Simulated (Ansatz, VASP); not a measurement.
## Ta2Bi2O: VASP beside Ansatz

```xyz
5
Lattice="5.2573 0.0000 0.0000 -2.6287 4.5530 0.0000 0.0000 0.0000 6.4410" Properties=species:S:1:pos:R:3 pbc="T T T"
Ta    0.0000    0.0000    1.6060
Ta    0.0000    0.0000   -1.0135
Bi    0.0000    3.0353    6.7374
Bi    2.6287    1.5177    6.7374
O     0.0000    0.0000    3.5169
```

Alike in both runs: functional PBE; k mesh 6 × 6 × 2; occupations gaussian, width 0.1 eV; no spin polarisation.

Ansatz relaxed the structure, and its values are those at the end. VASP's run is a single point on that final structure, the one shown.

|  | VASP | Ansatz |
| --- | --- | --- |
| version | VASP 6.6.1 | Ansatz 0.2.0 |
| potentials or method | VASP PAW PBE potentials, release 64 (Ta_pv, Bi_d, O), cutoff 520 eV | scalar-relativistic, plane waves, PAW |
| valence electrons in the cell | 58 | 62 |

```tsv
	VASP	Ansatz	Ansatz less VASP
gap on the k mesh at the Fermi level (eV)	none	none	-
pressure (GPa)	0.1	0.0	-0.09
rms of the force components (eV/Å)	0.028	0.003	-0.0258
```

A gap of «none» marks a metal or a gap that the smearing closes. The functional is the same, so the differences come from potentials, cutoffs and numerics. VASP's potentials hold 58 valence electrons a cell and Ansatz's 62, so a difference there can come from the potentials and not from the codes.

The k mesh is coarse, so the values compare programs but aren't converged. Neither program's run includes spin-orbit coupling.
